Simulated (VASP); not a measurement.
# W (Im-3m) in VASP: notebook

Runs on W. Level: PBE+D3(BJ). Tasks: single point.

Everything below comes from runs of VASP 6.6.1. Logs are shortened: lines on timing, memory, paths and dates and some standing lists are left out, and cuts for length are marked.

## 1. The cell of the first run

The structure is cubic, space group Im-3m (No. 229). Conventional cell: a = 3.165 Å, b = 3.165 Å, c = 3.165 Å, α = 90.00°, β = 90.00°, γ = 90.00°. W (site symmetry m-3m) has 14 W at 2.74 to 3.16 Å within 3.6 Å.

## 2. Single point, PBE+D3(BJ)

File INCAR:

```
SYSTEM = W
  ALGO = Normal
  EDIFF = 1E-6
  ENCUT = 520
  GGA = PE
  ISIF = 2
  ISMEAR = 1
  IVDW = 12
  LASPH = .TRUE.
  LCHARG = .FALSE.
  LREAL = .FALSE.
  LWAVE = .FALSE.
  NBANDS = 13
  NELM = 100
  PREC = Accurate
  SIGMA = 0.1
```

File KPOINTS:

```
k-points
0
G
  13 13 13
  0 0 0
```

File POSCAR:

```
W
1.0
   -1.5823450000      1.5823450000      1.5823450000
    1.5823450000     -1.5823450000      1.5823450000
    1.5823450000      1.5823450000     -1.5823450000
W
1
Direct
    0.0000000000      0.0000000000      0.0000000000
```

Potentials or basis: VASP PAW PBE potentials, release 64 (W_sv).

Launch:

```bash
> cat potpaw_PBE.64/W_sv/POTCAR > POTCAR
> mpirun -np 1 vasp_std > vasp.out
```

OUTCAR:

```text
SYSTEM = W
   EDIFF = 1E-6
   ENCUT = 520
   GGA = PE
   ISIF = 2
   ISMEAR = 1
   IVDW = 12
   LASPH = .TRUE.
   LREAL = .FALSE.
   NELM = 100
   PREC = Accurate
 IVDW          = 12

 ion  position               nearest neighbor table
   1  0.000  0.000  0.000-

  LATTYP: Found a body centered cubic cell.
 ALAT       =     3.1646900000

  Lattice vectors:

 A1 = (  -1.5823450000,   1.5823450000,   1.5823450000)
 A2 = (   1.5823450000,  -1.5823450000,   1.5823450000)
 A3 = (   1.5823450000,   1.5823450000,  -1.5823450000)

Analysis of symmetry for initial positions (statically):
=====================================================================
 Subroutine PRICEL returns:
 Original cell was already a primitive cell.

 Routine SETGRP: Setting up the symmetry group for a
 body centered cubic supercell.

 Subroutine GETGRP returns: Found 48 space group operations
 (whereof 48 operations were pure point group operations)
 out of a pool of 48 trial point group operations.

The static configuration has the point symmetry O_h .

Analysis of symmetry for dynamics (positions and initial velocities):
=====================================================================
 Subroutine PRICEL returns:
 Original cell was already a primitive cell.

 Routine SETGRP: Setting up the symmetry group for a
 body centered cubic supercell.

 Subroutine GETGRP returns: Found 48 space group operations
 (whereof 48 operations were pure point group operations)
 out of a pool of 48 trial point group operations.

The dynamic configuration has the point symmetry O_h .

 Subroutine INISYM returns: Found 48 space group operations
 (whereof 48 operations are pure point group operations),
 and found     1 'primitive' translations

----------------------------------------------------------------------------------------

                                     Primitive cell

  volume of cell :      15.8476

  direct lattice vectors                    reciprocal lattice vectors
    -1.582345000  1.582345000  1.582345000     0.000000000  0.315986716  0.315986716
     1.582345000 -1.582345000  1.582345000     0.315986716  0.000000000  0.315986716
     1.582345000  1.582345000 -1.582345000     0.315986716  0.315986716  0.000000000

  length of vectors
     2.740701935  2.740701935  2.740701935     0.446872699  0.446872699  0.446872699

  position of ions in fractional coordinates (direct lattice)
     0.000000000  0.000000000  0.000000000

  ion indices of the primitive-cell ions
   primitive index   ion index
                 1           1

----------------------------------------------------------------------------------------

 KPOINTS: k-points

Automatic generation of k-mesh.
 Grid dimensions read from file:
 generate k-points for:   13   13   13

 Generating k-lattice:

  Cartesian coordinates                     Fractional coordinates (reciprocal lattice)
     0.000000000  0.024306670  0.024306670     0.076923077  0.000000000  0.000000000
     0.024306670  0.000000000  0.024306670     0.000000000  0.076923077  0.000000000
     0.024306670  0.024306670  0.000000000     0.000000000  0.000000000  0.076923077

  Length of vectors
     0.034374823  0.034374823  0.034374823

  Shift w.r.t. Gamma in fractional coordinates (k-lattice)
     0.000000000  0.000000000  0.000000000

 Subroutine IBZKPT returns following result:
 ===========================================

 Found     84 irreducible k-points:

 Following reciprocal coordinates:
            Coordinates               Weight
  0.000000  0.000000  0.000000      1.000000
  0.076923  0.000000  0.000000     12.000000
  0.153846  0.000000  0.000000     12.000000
  0.230769  0.000000  0.000000     12.000000
  0.307692  0.000000  0.000000     12.000000
  0.384615  0.000000  0.000000     12.000000
[... 16 lines left out ...]
  0.153846  0.076923  0.076923     24.000000
  0.230769  0.076923  0.076923     24.000000
 [... further k-points ...]
   k-points           NKPTS =     84   k-points in BZ     NKDIM =     84   number of bands    NBANDS=     13
   number of dos      NEDOS =    301   number of ions     NIONS =      1
   total plane-waves  NPLWV =   8000
   dimension x,y,z NGX =    20 NGY =   20 NGZ =   20
   dimension x,y,z NGXF=    40 NGYF=   40 NGZF=   40
   ions per type =               1
   NGX,Y,Z   is equivalent  to a cutoff of  12.13, 12.13, 12.13 a.u.
   NGXF,Y,Z  is equivalent  to a cutoff of  24.26, 24.26, 24.26 a.u.
 SYSTEM =  W
   PREC   = accura    normal or accurate (medium, high low for compatibility)
   ISTART =      0    job   : 0-new  1-cont  2-samecut
   ICHARG =      2    charge: 1-file 2-atom 10-const
   ISPIN  =      1    spin polarized calculation?
   LNONCOLLINEAR =      F non collinear calculations
   LSORBIT =      F    spin-orbit coupling
   LASPH  =      T    aspherical Exc in radial PAW
   ENCUT  =  520.0 eV  38.22 Ry    6.18 a.u.   5.10  5.10  5.10*2*pi/ulx,y,z
   NELM   =    100;   NELMIN=  2; NELMDL= -5     # of ELM steps
   EDIFF  = 0.1E-05   stopping-criterion for ELM
   LREAL  =      F    real-space projection
   EDIFFG = 0.1E-04   stopping-criterion for IOM
   NSW    =      0    number of steps for IOM
   IBRION =     -1    ionic relax: 0-MD 1-quasi-New 2-CG
   NFREE  =      0    steps in history (QN), initial steepest desc. (CG)
   ISIF   =      2    stress and relaxation
   ISYM   =      2    0-nonsym 1-usesym 2-fastsym
   POTIM  = 0.5000    time-step for ionic-motion
   TEBEG  =    0.0;   TEEND  =   0.0 temperature during run
   PSTRESS=    0.0 pullay stress
   NELECT =      14.0000    total number of electrons
   NUPDOWN=      -1.0000    fix difference up-down
   EMIN   =  10.00;   EMAX   =-10.00  energy-range for DOS
   EFERMI =   0.00;   METHOD = LEGACY
   ISMEAR =     1;   SIGMA  =   0.10  broadening in eV -4-tet -1-fermi 0-gaus
   EFERMI_NEDOS =   21; number of points for ismear=-14 and -15
   IALGO  =     38    algorithm
   IMIX   =      4    mixing-type and parameters
     AMIX     =   0.40;   BMIX     =  1.00
     AMIX_MAG =   1.60;   BMIX_MAG =  1.00
  volume/ion in A,a.u.               =      15.85       106.94
  Fermi-wavevector in a.u.,A,eV,Ry     =   1.570832  2.968442 33.572544  2.467512
  Thomas-Fermi vector in A             =   2.672506
   LORBIT       =      0    0 simple, 1 ext, 2 COOP (PROOUT), +10 PAW based schemes
   GGA     = PE    functional components
   LHFCALC =     F    Hartree Fock is set to
   AEXX    =    0.0000 exact exchange contribution
   IVDW    =    12    specifies the selected vdW correction
   LEPSILON=     F    determine dielectric tensor
   LRPA    =     F    only Hartree local field effects (RPA)
 non-spin polarized calculation
 Methfessel and Paxton  Order N= 1 SIGMA  =   0.10
  energy-cutoff  :      520.00
  volume of cell :       15.85
 maximum number of plane-waves:       438
   NGX = 11   NGY = 11   NGZ = 11

 number of electron      14.0000004 magnetization

 Free energy of the ion-electron system (eV)
  ---------------------------------------------------
  ext. energy  EPLUGINS =         0.00000000
  ---------------------------------------------------
  free energy    TOTEN  =       -12.96251715 eV

  energy without entropy =      -12.96260669  energy(sigma->0) =      -12.96254700

 E-fermi :  11.5217     XC(G=0): -13.6414

 val. band max:       11.5109936038   @ k =  -0.4615   0.4615   0.2308
 cond. band min:      11.6088250924   @ k =   0.4615   0.0769   0.0000
 fundamental gap:      0.0978314886
 Fermi energy:        11.5216727837

 k-point     1 :       0.0000    0.0000    0.0000
  band No.  band energies     occupation
      1     -62.7298      2.00000
      2     -26.2917      2.00000
      3     -26.2917      2.00000
      4     -26.2917      2.00000
      5       1.8084      2.00000
      6      10.2212      2.00000
      7      10.2212      2.00000
      8      10.2212      2.00000
      9      13.7122      0.00000
     10      13.7122      0.00000
     11      25.9646      0.00000
     12      25.9646      0.00000
     13      25.9646      0.00000

 k-point     2 :       0.0769    0.0000    0.0000
  band No.  band energies     occupation
      1     -62.7222      2.00000
      2     -26.3715      2.00000
      3     -26.3166      2.00000
      4     -26.2921      2.00000
      5       2.0936      2.00000
      6      10.0484      2.00000
      7      10.1777      2.00000
      8      10.4975      2.00000
      9      13.4473     -0.00000
     10      13.7145      0.00000
     11      26.2039      0.00000
     12      26.4501      0.00000
     13      26.6525      0.00000

 k-point     3 :       0.1538    0.0000    0.0000
  band No.  band energies     occupation
      1     -62.7010      2.00000
      2     -26.5884      2.00000
      3     -26.3850      2.00000
      4     -26.2932      2.00000
      5       2.8854      2.00000
      6       9.6038      2.00000
      7       9.9678      2.00000
      8      11.3090      2.01040
      9      13.0474     -0.00000
     10      13.7464      0.00000
     11      26.6651      0.00000
     12      27.8269      0.00000
     13      28.1076      0.00000
[... 305 lines left out ...]
 k-point    23 :       0.1538    0.0769    0.0769
  band No.  band energies     occupation
      1     -62.6616      2.00000
      2     -26.9821      2.00000
      3     -26.4494      2.00000
      4     -26.3554      2.00000
      5       4.4417      2.00000
      6       8.8494      2.00000
      7       9.0222      2.00000
      8      13.2974     -0.00000
      9      13.6780      0.00000
     10      13.7937      0.00000
     11      27.1770      0.00000
     12      28.1921      0.00000
     13      28.6648      0.00000

 k-point    24 :       0.2308    0.0769    0.0769
  band No.  band energies     occupation
      1     -62.6327      2.00000
      2     -27.2162      2.00000
      3     -26.5764      2.00000
      4     -26.3628      2.00000
      5       5.4118      2.00000
      6       8.3743      2.00000
      7       9.0455      2.00000
      8      13.4801     -0.00000
      9      14.1225      0.00000
     10      15.4487      0.00000
     11      25.7989      0.00000
     12      26.1534      0.00000
     13      29.9696      0.00000

 [... further k-points ...]

------------------------ aborting loop because EDIFF is reached ----------------------------------------

 Edisp (eV)   -0.69548

 E8    (eV) :    -0.3566

  FORCE on cell =-STRESS in cart. coord.  units (eV):
  Direction    XX          YY          ZZ          XY          YZ          ZX
  --------------------------------------------------------------------------------------
  -------------------------------------------------------------------------------------
  Total      -0.13720    -0.13720    -0.13720     0.00000    -0.00000     0.00000
  in kB     -13.87072   -13.87072   -13.87072     0.00000    -0.00000     0.00000
  external pressure =      -13.87 kB  Pullay stress =        0.00 kB

 VOLUME and BASIS-vectors are now :
 -----------------------------------------------------------------------------
  energy-cutoff  :      520.00
  volume of cell :       15.85
      direct lattice vectors                 reciprocal lattice vectors
    -1.582345000  1.582345000  1.582345000     0.000000000  0.315986716  0.315986716
     1.582345000 -1.582345000  1.582345000     0.315986716  0.000000000  0.315986716
     1.582345000  1.582345000 -1.582345000     0.315986716  0.315986716  0.000000000

 POSITION                                       TOTAL-FORCE (eV/Angst)
 -----------------------------------------------------------------------------------
      0.00000      0.00000      0.00000         0.000000      0.000000     -0.000000
 -----------------------------------------------------------------------------------
    total drift:                                0.000000     -0.000000      0.000000

  FREE ENERGIE OF THE ION-ELECTRON SYSTEM (eV)
  ---------------------------------------------------
  free  energy   TOTEN  =       -13.6579961912 eV

  energy  without entropy=      -13.6580857273  energy(sigma->0) =      -13.65802604
```

It took 12 s on 1 thread of Intel Xeon 6975P-C, shared host; peak memory 0.14 GiB.

What came out:

| Item | Value |
| --- | --- |
| Free energy | -13.6580 eV |
| Pressure | -1.4 GPa |
| Band gap on the k mesh | zero (band 7 reaches 15.96 eV, above the bottom of band 8 at 10.22 eV) |
| Dispersion energy per atom | -0.695 eV |

Caveat: spin-orbit coupling is left out, which moves the levels of the heavy elements; pairwise dispersion overbinds metals, which lowers pressure and volume.

## 3. Single point, PBE+D3(BJ)

This run uses another cell than the first one, of 16.16 Å³/atom, 1.020 times its volume.

File INCAR:

```
SYSTEM = W
PREC = Accurate
ENCUT = 520
EDIFF = 1E-7
ISMEAR = 1
SIGMA = 0.1
LREAL = .FALSE.
LASPH = .TRUE.
NELM = 80
ALGO = Normal
ISIF = 2
LWAVE = .FALSE.
LCHARG = .FALSE.
GGA = PE
IVDW = 12
NBANDS = 13
```

File KPOINTS:

```
regular mesh
0
G
  13 13 13
  0 0 0
```

File POSCAR:

```
W
1.0
   -1.5928244114      1.5928244114      1.5928244114
    1.5928244114     -1.5928244114      1.5928244114
    1.5928244114      1.5928244114     -1.5928244114
W
1
Direct
    0.0000000000      0.0000000000      0.0000000000
```

Potentials or basis: VASP PAW PBE potentials, release 64 (W_sv).

Launch:

```bash
> cat potpaw_PBE.64/W_sv/POTCAR > POTCAR
> mpirun -np 1 vasp_std > vasp.out
```

Run time: 18 s. Hardware: 1 thread of Intel Xeon 6975P-C, shared host; peak memory 0.16 GiB.

Results (log left out):

```
Free energy                : -13.6494 eV
Pressure                   : -7.4 GPa
Band gap on the k mesh     : zero (band 7 reaches 15.56 eV, above the bottom of band 8 at 9.97 eV)
Dispersion energy per atom : -0.681 eV
```

Levels at points of the mesh, in eV from the Fermi level:
```tsv
k point	band 5	band 6	band 7	band 8	band 9	band 10
(0.00, 0.00, 0.00)	-9.59	-1.25	-1.25	-1.25	2.16	2.16
```

Caveat: spin-orbit coupling is left out, which moves the levels of the heavy elements; pairwise dispersion overbinds metals, which lowers pressure and volume.

## 4. Single point, PBE+D3(BJ)

This run uses another cell than the first one, of 16.48 Å³/atom, 1.040 times its volume.

File INCAR:

```
  PREC = Accurate
  ENCUT = 520
  EDIFF = 1E-6
  ISMEAR = 1
  SIGMA = 0.1
  LREAL = F
  LASPH = T
  NELM = 60
  ALGO = Normal
  ISIF = 2
  LWAVE = F
  LCHARG = F
  GGA = PE
  IVDW = 12
  NBANDS = 13
```

File KPOINTS:

```
Automatic mesh
0
Gamma
  13 13 13
```

File POSCAR:

```
W
1.0
   -1.6031677168      1.6031677168      1.6031677168
    1.6031677168     -1.6031677168      1.6031677168
    1.6031677168      1.6031677168     -1.6031677168
W
1
Direct
    0.0000000000      0.0000000000      0.0000000000
```

Launch:

```bash
> cat potpaw_PBE.64/W_sv/POTCAR > POTCAR
> mpirun -np 1 vasp_std > vasp.out
```

It took 19 s on 1 thread of Intel Xeon 6975P-C, shared host; peak memory 0.16 GiB.

It converged, with:

```
Free energy                : -13.6295 eV
Pressure                   : -12.8 GPa
Band gap on the k mesh     : zero (band 7 reaches 15.17 eV, above the bottom of band 8 at 9.72 eV)
Dispersion energy per atom : -0.668 eV
```

Levels at points of the mesh, in eV from the Fermi level:
```
           k point  band 4  band 5  band 6  band 7  band 8  band 9  band 10  band 11
(0.00, 0.00, 0.00)  -37.88   -9.46   -1.20   -1.20   -1.20    2.13     2.13    14.39
```

Caveat: spin-orbit coupling is left out, which moves the levels of the heavy elements; pairwise dispersion overbinds metals, which lowers pressure and volume.

(Continued in part 2 of 2.)
